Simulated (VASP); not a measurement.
# Mg8Si4H (a cell with a defect) in VASP: a series of runs, part 2 of 2

VASP 6.6.1. Earlier steps stand in the parts before.

## 3. Single point, PBE

File INCAR:

```
SYSTEM = Mg8Si4H
PREC = Accurate
ENCUT = 520
EDIFF = 1E-6
ISMEAR = 0
SIGMA = 0.1
LREAL = .FALSE.
LASPH = .TRUE.
NELM = 60
ALGO = Normal
ISIF = 2
LWAVE = .FALSE.
LCHARG = .TRUE.
GGA = PE
LELF = .TRUE.
LVHAR = .TRUE.
NBANDS = 28
```

File KPOINTS:

```
regular mesh
0
G
  3 3 3
  0 0 0
```

File POSCAR:

```
Mg8Si4H
1.0
    6.3910000000      0.0000000000      0.0000000000
    0.0000000000      6.3910000000      0.0000000000
    0.0000000000      0.0000000000      6.3910000000
Mg Si H
8 4 1
Direct
    0.2434163668      0.2412708496      0.2527080269
    0.7438641840      0.7429846659      0.7498156783
    0.7438524488      0.7430718197      0.2499125332
    0.2432276639      0.2414032233      0.7470026600
    0.7511001408      0.2393767798      0.7438626193
    0.2439885777      0.7449552496      0.2512253169
    0.2440951338      0.7451046785      0.7486089814
    0.7514124550      0.2395815991      0.2561206384
   -0.0015936473     -0.0129979659     -0.0000749491
    0.4894376467      0.4899638554     -0.0000636833
    0.4964138632     -0.0078490064      0.4998860898
   -0.0056502895      0.4944199656      0.4999289626
    0.5933356282      0.1931384760      0.0006815835
```

Potentials or basis: VASP PAW PBE potentials, release 64 (Mg, Si, H).

Run with:

```bash
$ cat potpaw_PBE.64/Mg/POTCAR potpaw_PBE.64/Si/POTCAR potpaw_PBE.64/H/POTCAR > POTCAR
$ mpirun -np 1 vasp_std > vasp.out
```

OUTCAR:

```text
SYSTEM = Mg8Si4H
   PREC = Accurate
   ENCUT = 520
   EDIFF = 1E-6
   ISMEAR = 0
   LREAL = .FALSE.
   LASPH = .TRUE.
   NELM = 60
   ISIF = 2
   GGA = PE

 ion  position               nearest neighbor table
   1  0.243  0.241  0.253-  10 2.76  11 2.76  12 2.77   9 2.78   8 3.14   4 3.16   6 3.17   6 3.22
                             4 3.23   8 3.25
   2  0.744  0.743  0.750-  11 2.75   9 2.76  12 2.76  10 2.80   5 3.17   7 3.19   3 3.19   3 3.20
                             7 3.20   5 3.22
   3  0.744  0.743  0.250-  11 2.75   9 2.76  12 2.76  10 2.80   8 3.17   6 3.19   2 3.19   2 3.20
                             6 3.20   8 3.22
   4  0.243  0.241  0.747-  10 2.76  12 2.76  11 2.77   9 2.78   5 3.15   1 3.16   7 3.17   7 3.22
                             1 3.23   5 3.25
   5  0.751  0.239  0.744-  13 1.95  12 2.74  11 2.75   9 2.79  10 2.84   8 3.12   4 3.15   2 3.17
                             2 3.22   4 3.25   8 3.27
   6  0.244  0.745  0.251-   9 2.73  11 2.76  12 2.76  10 2.77   1 3.17   7 3.18   3 3.19   3 3.20
                             7 3.21   1 3.22
   7  0.244  0.745  0.749-   9 2.73  11 2.76  12 2.76  10 2.77   4 3.17   6 3.18   2 3.19   2 3.20
                             6 3.21   4 3.22
   8  0.751  0.240  0.256-  13 1.94  12 2.74  11 2.75   9 2.79  10 2.84   5 3.12   1 3.14   3 3.17
                             3 3.22   1 3.25   5 3.27
   9  0.998  0.987  1.000-   7 2.73   6 2.73   3 2.76   2 2.76   1 2.78   4 2.78   5 2.79   8 2.79

  10  0.489  0.490  1.000-  13 2.01   1 2.76   4 2.76   6 2.77   7 2.77   3 2.80   2 2.80   5 2.84
                             8 2.84
  11  0.496  0.992  0.500-   5 2.75   8 2.75   3 2.75   2 2.75   7 2.76   6 2.76   1 2.76   4 2.77

  12  0.994  0.494  0.500-   8 2.74   5 2.74   6 2.76   2 2.76   4 2.76   7 2.76   3 2.76   1 2.77

  13  0.593  0.193  0.001-   8 1.94   5 1.95  10 2.01

  LATTYP: Found a simple cubic cell.
 ALAT       =     6.3910000000

  Lattice vectors:

 A1 = (   6.3910000000,   0.0000000000,   0.0000000000)
 A2 = (   0.0000000000,   6.3910000000,   0.0000000000)
 A3 = (   0.0000000000,   0.0000000000,   6.3910000000)

Analysis of symmetry for initial positions (statically):
=====================================================================
 Subroutine PRICEL returns:
 Original cell was already a primitive cell.

 Routine SETGRP: Setting up the symmetry group for a
 simple cubic supercell.

 Subroutine GETGRP returns: Found  1 space group operations
 (whereof  1 operations were pure point group operations)
 out of a pool of 48 trial point group operations.

The static configuration has the point symmetry C_1 .

Analysis of symmetry for dynamics (positions and initial velocities):
=====================================================================
 Subroutine PRICEL returns:
 Original cell was already a primitive cell.

 Routine SETGRP: Setting up the symmetry group for a
 simple cubic supercell.

 Subroutine GETGRP returns: Found  1 space group operations
 (whereof  1 operations were pure point group operations)
 out of a pool of 48 trial point group operations.

The dynamic configuration has the point symmetry C_1 .

 Subroutine INISYM returns: Found  1 space group operations
 (whereof  1 operations are pure point group operations),
 and found     1 'primitive' translations

----------------------------------------------------------------------------------------

                                     Primitive cell

  volume of cell :     261.0396
[... 89 lines left out ...]
   NGXF,Y,Z  is equivalent  to a cutoff of  24.97, 24.97, 24.97 a.u.
 SYSTEM =  Mg8Si4H
   PREC   = accura    normal or accurate (medium, high low for compatibility)
   ISTART =      0    job   : 0-new  1-cont  2-samecut
   ICHARG =      2    charge: 1-file 2-atom 10-const
   ISPIN  =      1    spin polarized calculation?
   LNONCOLLINEAR =      F non collinear calculations
   LSORBIT =      F    spin-orbit coupling
   LASPH  =      T    aspherical Exc in radial PAW
   ENCUT  =  520.0 eV  38.22 Ry    6.18 a.u.  11.88 11.88 11.88*2*pi/ulx,y,z
   NELM   =     60;   NELMIN=  2; NELMDL= -5     # of ELM steps
   EDIFF  = 0.1E-05   stopping-criterion for ELM
   LREAL  =      F    real-space projection
   EDIFFG = 0.1E-04   stopping-criterion for IOM
   NSW    =      0    number of steps for IOM
   IBRION =     -1    ionic relax: 0-MD 1-quasi-New 2-CG
   NFREE  =      0    steps in history (QN), initial steepest desc. (CG)
   ISIF   =      2    stress and relaxation
   ISYM   =      2    0-nonsym 1-usesym 2-fastsym
   POTIM  = 0.5000    time-step for ionic-motion
   TEBEG  =    0.0;   TEEND  =   0.0 temperature during run
   PSTRESS=    0.0 pullay stress
   NELECT =      33.0000    total number of electrons
   NUPDOWN=      -1.0000    fix difference up-down
   EMIN   =  10.00;   EMAX   =-10.00  energy-range for DOS
   EFERMI =   0.00;   METHOD = LEGACY
   ISMEAR =     0;   SIGMA  =   0.10  broadening in eV -4-tet -1-fermi 0-gaus
   EFERMI_NEDOS =   21; number of points for ismear=-14 and -15
   IALGO  =     38    algorithm
   IMIX   =      4    mixing-type and parameters
     AMIX     =   0.40;   BMIX     =  1.00
     AMIX_MAG =   1.60;   BMIX_MAG =  1.00
  volume/ion in A,a.u.               =      20.08       135.51
  Fermi-wavevector in a.u.,A,eV,Ry     =   0.821632  1.552659  9.185009  0.675079
  Thomas-Fermi vector in A             =   1.932825
   LORBIT       =      0    0 simple, 1 ext, 2 COOP (PROOUT), +10 PAW based schemes
   GGA     = PE    functional components
   LHFCALC =     F    Hartree Fock is set to
   AEXX    =    0.0000 exact exchange contribution
   IVDW    =     0    specifies the selected vdW correction
   LEPSILON=     F    determine dielectric tensor
   LRPA    =     F    only Hartree local field effects (RPA)
 non-spin polarized calculation
 Gauss-broadening in eV      SIGMA  =   0.10
  energy-cutoff  :      520.00
  volume of cell :      261.04
 maximum number of plane-waves:      7075
   NGX = 23   NGY = 23   NGZ = 23

 number of electron      33.0000000 magnetization

 Free energy of the ion-electron system (eV)
  ---------------------------------------------------
  ext. energy  EPLUGINS =         0.00000000
  ---------------------------------------------------
  free energy    TOTEN  =       -37.78040324 eV

  energy without entropy =      -37.76539757  energy(sigma->0) =      -37.77290041

 E-fermi :   3.7978     XC(G=0):  -8.8043

 val. band max:        3.7692049243   @ k =   0.0000   0.0000   0.0000
 cond. band min:       3.8090516193   @ k =   0.0000   0.0000   0.0000
 fundamental gap:      0.0398466950
 Fermi energy:         3.7977775988

 k-point     1 :       0.0000    0.0000    0.0000
  band No.  band energies     occupation
      1      -5.7828      2.00000
      2      -4.0545      2.00000
      3      -3.6138      2.00000
      4      -3.5843      2.00000
      5      -1.8030      2.00000
      6      -0.8967      2.00000
[... 423 lines left out ...]
     27       6.9793      0.00000
     28       7.0263      0.00000

------------------------ aborting loop because EDIFF is reached ----------------------------------------

  FORCE on cell =-STRESS in cart. coord.  units (eV):
  Direction    XX          YY          ZZ          XY          YZ          ZX
  --------------------------------------------------------------------------------------
  -------------------------------------------------------------------------------------
  Total        0.3375651     -1.5880976     -0.3875797     -0.9374872      0.0004340      0.0082042
  in kB        2.0718661     -9.7472322     -2.3788398     -5.7539951      0.0026640      0.0503547
  external PRESSURE =      -3.3514020 kB  Pullay stress =       0.0000000 kB

 VOLUME and BASIS-vectors are now :
 -----------------------------------------------------------------------------
  energy-cutoff  :      520.00
  volume of cell :      261.04
      direct lattice vectors                 reciprocal lattice vectors
     6.391000000  0.000000000  0.000000000     0.156470036  0.000000000  0.000000000
     0.000000000  6.391000000  0.000000000     0.000000000  0.156470036  0.000000000
     0.000000000  0.000000000  6.391000000     0.000000000  0.000000000  0.156470036

 POSITION                                       TOTAL-FORCE (eV/Angst)
 -----------------------------------------------------------------------------------
      1.55567      1.54196      1.61506        -0.005891     -0.020538      0.011710
      4.75404      4.74841      4.79207         0.014612     -0.032494      0.007010
      4.75396      4.74897      1.59719         0.013651     -0.031714     -0.005797
      1.55447      1.54281      4.77409        -0.004793     -0.022169     -0.010468
      4.80028      1.52986      4.75403         0.049575     -0.032910     -0.043023
      1.55933      4.76101      1.60558        -0.003664     -0.009388     -0.003794
      1.56001      4.76196      4.78436        -0.006069     -0.009457      0.003401
      4.80228      1.53117      1.63687         0.053372     -0.035364      0.053974
      6.38082      6.30793      6.39052        -0.028686     -0.020218     -0.001032
      3.12800      3.13136      6.39059         0.043499     -0.136953      0.000145
      3.17258      6.34084      3.19477         0.017040     -0.031898      0.001813
      6.35489      3.15984      3.19505         0.005508     -0.026421      0.000358
      3.79201      1.23435      0.00436        -0.148153      0.409524     -0.014297
 -----------------------------------------------------------------------------------
    total drift:                                0.000084     -0.000232      0.000029

  FREE ENERGIE OF THE ION-ELECTRON SYSTEM (eV)
  ---------------------------------------------------
  free  energy   TOTEN  =       -37.7804032425 eV

  energy  without entropy=      -37.7653975715  energy(sigma->0) =      -37.77290041
```

Run time: 85 s. Hardware: 1 thread of Intel Xeon Platinum 8488C (Sapphire Rapids), shared host; peak memory 0.36 GiB.

Results:

```yaml
Free_energy: -37.7804 eV
Pressure: -0.3 GPa
Largest_force: 0.436 eV/Å
```

Forces on the atoms (eV/Å):
```
Mg  -0.006 -0.021  0.012
Mg   0.015 -0.032  0.007
Mg   0.014 -0.032 -0.006
Mg  -0.005 -0.022 -0.010
Mg   0.050 -0.033 -0.043
Mg  -0.004 -0.009 -0.004
Mg  -0.006 -0.009  0.003
Mg   0.053 -0.035  0.054
Si  -0.029 -0.020 -0.001
Si   0.043 -0.137  0.000
Si   0.017 -0.032  0.002
Si   0.006 -0.026  0.000
H   -0.148  0.410 -0.014
```

Stress tensor (GPa, compression positive):
```
 0.21 -0.58  0.01
-0.58 -0.97  0.00
 0.01  0.00 -0.24
```

Levels at points of the mesh, in eV from the Fermi level:
| k point | band 13 | band 14 | band 15 | band 16 | band 17 | band 18 | band 19 | band 20 |
| --- | --- | --- | --- | --- | --- | --- | --- | --- |
| (0.00, 0.00, 0.00) | -2.19 | -1.22 | -0.34 | -0.34 | -0.32 | -0.14 | -0.03 | 0.01 |
